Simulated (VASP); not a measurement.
# NiO (Fm-3m) in VASP: further runs, part 2 of 2

VASP 6.6.1.

## 3. Single point, PBEsol+U, collinear spin, ferromagnetic start

File INCAR:

```
PREC = Accurate
ENCUT = 520
EDIFF = 1E-6
ISMEAR = 0
SIGMA = 0.05
LREAL = False
LASPH = True
NELM = 150
ALGO = Normal
ISIF = 2
LWAVE = False
LCHARG = False
ISPIN = 2
MAGMOM = 2 0
LORBIT = 11
LMAXMIX = 4
LDAU = True
LDAUTYPE = 2
LDAUL = 2 -1
LDAUU = 7.2 0
LDAUJ = 0 0
LDAUPRINT = 1
GGA = PS
NBANDS = 19
```

File KPOINTS:

```
Automatic mesh
0
Gamma
  10 10 10
```

File POSCAR:

```
NiO
1.0
    0.0000000000      2.0913095126      2.0913095126
    2.0913095126      0.0000000000      2.0913095126
    2.0913095126      2.0913095126      0.0000000000
Ni O
1 1
Direct
    0.0000000000      0.0000000000      0.0000000000
    0.5000000000      0.5000000000      0.5000000000
```

Potentials or basis: VASP PAW PBE potentials, release 64 (Ni, O).

The run is started by

```sh
> cat potpaw_PBE.64/Ni/POTCAR potpaw_PBE.64/O/POTCAR > POTCAR
> mpirun -np 1 vasp_std > vasp.out
```

Wall time 13 s (1 thread of Intel Xeon 6975P-C (Granite Rapids), shared host); peak memory 0.16 GiB.

Results (log left out):

```yaml
Free_energy: -10.8507 eV
Pressure: -9.6 GPa
Band_gap_on_the_k_mesh: 2.79 eV, indirect (least direct gap 3.44 eV)
Net_moment: 2.00 μB per cell
Site_moments: Ni +1.85; O +0.15 μB
Valence_electrons_inside_the_program's_atomic_spheres: Ni 9.02; O 5.00
```

Levels at points of the mesh, in eV from the valence-band top:
Spin up:
| k point | band 7 | band 8 | band 9 | band 10 | band 11 | band 12 |
| --- | --- | --- | --- | --- | --- | --- |
| (0.00, 0.00, 0.00) | -1.24 | -1.24 | -1.24 | 2.79 | 17.45 | 17.45 |
| (0.50, 0.00, 0.00) | -3.30 | 0.00 | 0.00 | 6.74 | 11.18 | 14.98 |
| (0.50, 0.50, 0.00) | -4.56 | -2.64 | -2.64 | 7.07 | 11.14 | 11.97 |
Spin down:
```tsv
k point	band 5	band 6	band 7	band 8	band 9	band 10
(0.00, 0.00, 0.00)	-0.91	-0.91	-0.91	2.84	2.84	3.14
(0.50, 0.00, 0.00)	-2.35	-1.88	-1.88	5.15	5.15	6.93
(0.50, 0.50, 0.00)	-3.36	-2.32	-2.32	3.30	3.75	7.72
```

Eigenvalues of the final occupation matrices:
```tsv
site	spin	trace	eigenvalues
site 1 d	1	5.05	0.99 0.99 0.99 1.04 1.04
site 1 d	2	3.22	0.13 0.13 0.99 0.99 0.99
```

Caveat: the PAW data sets were made with another functional, which shifts forces and pressure a little; a cell with one magnetic atom can't hold antiferromagnetic order, which such compounds often take. The state reached can hang on the start; a lower one may exist.

## 4. Single point, PBEsol+U, collinear spin, ferromagnetic start

File INCAR:

```
SYSTEM = NiO
PREC = Accurate
ENCUT = 520
EDIFF = 1E-6
ISMEAR = 0
SIGMA = 0.05
LREAL = .False.
LASPH = .True.
NELM = 150
ALGO = Normal
ISIF = 2
LWAVE = .False.
LCHARG = .False.
ISPIN = 2
MAGMOM = 1.9 0
LORBIT = 11
LMAXMIX = 4
LDAU = .True.
LDAUTYPE = 2
LDAUL = 2 -1
LDAUU = 7.2 0
LDAUJ = 0 0
LDAUPRINT = 1
GGA = PS
NBANDS = 19
```

File KPOINTS:

```
Automatic mesh
0
Gamma
  10 10 10
  0 0 0
```

POSCAR is that of step 3.

The run is started by

```sh
> cat potpaw_PBE.64/Ni/POTCAR potpaw_PBE.64/O/POTCAR > POTCAR
> mpirun -np 1 vasp_std > vasp.out
```

It took 14 s on 1 thread of Intel Xeon 6975P-C (Granite Rapids), shared host; peak memory 0.16 GiB.

It converged, with:

- Free energy: -10.8507 eV
- Pressure: -9.6 GPa
- Band gap on the k mesh: 2.79 eV, indirect (least direct gap 3.44 eV)
- Net moment: 2.00 μB per cell
- Site moments: Ni +1.85; O +0.15 μB
- Valence electrons inside the program's atomic spheres: Ni 9.02; O 5.00

Levels at points of the mesh, in eV from the valence-band top:
Spin up:
```
           k point  band 5  band 6  band 7  band 8  band 9  band 10  band 11  band 12  band 13  band 14
(0.00, 0.00, 0.00)   -5.38   -5.38   -1.24   -1.24   -1.24     2.79    17.45    17.45    17.45    18.91
(0.50, 0.00, 0.00)   -4.88   -4.88   -3.30    0.00    0.00     6.74    11.18    14.98    14.98    20.52
(0.50, 0.50, 0.00)   -5.41   -4.56   -4.56   -2.64   -2.64     7.07    11.14    11.97    17.74    17.74
```
Spin down:
```
           k point  band 4  band 5  band 6  band 7  band 8  band 9  band 10  band 11
(0.00, 0.00, 0.00)   -4.28   -0.91   -0.91   -0.91    2.84    2.84     3.14    17.77
(0.50, 0.00, 0.00)   -4.20   -2.35   -1.88   -1.88    5.15    5.15     6.93    11.62
(0.50, 0.50, 0.00)   -3.36   -3.36   -2.32   -2.32    3.30    3.75     7.72    11.49
```

Eigenvalues of the final occupation matrices:
```tsv
site	spin	trace	eigenvalues
site 1 d	1	5.05	0.99 0.99 0.99 1.04 1.04
site 1 d	2	3.22	0.13 0.13 0.99 0.99 0.99
```

Caveat: the PAW data sets were made with another functional, which shifts forces and pressure a little; a cell with one magnetic atom can't hold antiferromagnetic order, which such compounds often take. The state reached can hang on the start; a lower one may exist.

## 5. Single point, PBEsol+U, collinear spin, ferromagnetic start

File INCAR:

```
SYSTEM = NiO
ALGO = Normal ; EDIFF = 1E-7
ENCUT = 520 ; GGA = PS
ISIF = 2 ; ISMEAR = 0
ISPIN = 2 ; LASPH = .TRUE.
LCHARG = .TRUE. ; LDAU = .TRUE.
LDAUJ = 0 0 ; LDAUL = 2 -1
LDAUPRINT = 1 ; LDAUTYPE = 2
LDAUU = 7.2 0 ; LELF = .TRUE.
LMAXMIX = 4 ; LORBIT = 11
LREAL = .FALSE. ; LVHAR = .TRUE.
LWAVE = .FALSE. ; MAGMOM = 0.5 0
NBANDS = 19 ; NELM = 150
PREC = Accurate ; SIGMA = 0.05
```

File KPOINTS:

```
k-points
0
G
  10 10 10
  0 0 0
```

POSCAR is that of step 4.

Potentials or basis: VASP PAW PBE potentials, release 64 (Ni, O).

The run is started by

```sh
> cat potpaw_PBE.64/Ni/POTCAR potpaw_PBE.64/O/POTCAR > POTCAR
> mpirun -np 1 vasp_std > vasp.out
```

OUTCAR:

```text
SYSTEM = NiO
   EDIFF = 1E-7
   ENCUT = 520
   GGA = PS
   ISIF = 2
   ISMEAR = 0
   ISPIN = 2
   LASPH = .TRUE.
   LORBIT = 11
   LREAL = .FALSE.
   NELM = 150
   PREC = Accurate

 ion  position               nearest neighbor table
   1  0.000  0.000  0.000-   2 2.09   2 2.09   2 2.09   2 2.09   2 2.09   2 2.09
   2  0.500  0.500  0.500-   1 2.09   1 2.09   1 2.09   1 2.09   1 2.09   1 2.09

  LATTYP: Found a face centered cubic cell.
 ALAT       =     4.1826190252

  Lattice vectors:

 A1 = (   0.0000000000,   2.0913095126,   2.0913095126)
 A2 = (   2.0913095126,   0.0000000000,   2.0913095126)
 A3 = (   2.0913095126,   2.0913095126,   0.0000000000)
[... 1307 lines left out ...]

 VOLUME and BASIS-vectors are now :
 -----------------------------------------------------------------------------
  energy-cutoff  :      520.00
  volume of cell :       18.29
      direct lattice vectors                 reciprocal lattice vectors
     0.000000000  2.091309513  2.091309513    -0.239084649  0.239084649  0.239084649
     2.091309513  0.000000000  2.091309513     0.239084649 -0.239084649  0.239084649
     2.091309513  2.091309513  0.000000000     0.239084649  0.239084649 -0.239084649

 POSITION                                       TOTAL-FORCE (eV/Angst)
 -----------------------------------------------------------------------------------
      0.00000      0.00000      0.00000         0.000000      0.000000      0.000000
      2.09131      2.09131      2.09131         0.000000      0.000000      0.000000
 -----------------------------------------------------------------------------------
    total drift:                                0.000000     -0.000000     -0.000000

  FREE ENERGIE OF THE ION-ELECTRON SYSTEM (eV)
  ---------------------------------------------------
  free  energy   TOTEN  =       -10.8506576522 eV

  energy  without entropy=      -10.8506576522  energy(sigma->0) =      -10.85065765

 total charge

# of ion       s       p       d       tot
------------------------------------------
    1        0.348   0.430   8.240   9.019
    2        1.541   3.460   0.000   5.001
--------------------------------------------------
tot          1.889   3.891   8.240  14.020

 magnetization (x)

# of ion       s       p       d       tot
------------------------------------------
    1        0.011   0.013   1.823   1.847
    2        0.016   0.139   0.000   0.155
--------------------------------------------------
tot          0.027   0.152   1.823   2.002
```

Run time: 15 s. Hardware: 1 thread of Intel Xeon 6975P-C (Granite Rapids), shared host; peak memory 0.16 GiB.

What came out:

```yaml
Free_energy: -10.8507 eV
Pressure: -9.6 GPa
Band_gap_on_the_k_mesh: 2.79 eV, indirect (least direct gap 3.44 eV)
Net_moment: 2.00 μB per cell
Site_moments: Ni +1.85; O +0.15 μB
Valence_electrons_inside_the_program's_atomic_spheres: Ni 9.02; O 5.00
```

Eigenvalues of the final occupation matrices:
| site | spin | trace | eigenvalues |
| --- | --- | --- | --- |
| site 1 d | 1 | 5.05 | 0.99 0.99 0.99 1.04 1.04 |
| site 1 d | 2 | 3.22 | 0.13 0.13 0.99 0.99 0.99 |

Caveat: the PAW data sets were made with another functional, which shifts forces and pressure a little; a cell with one magnetic atom can't hold antiferromagnetic order, which such compounds often take.
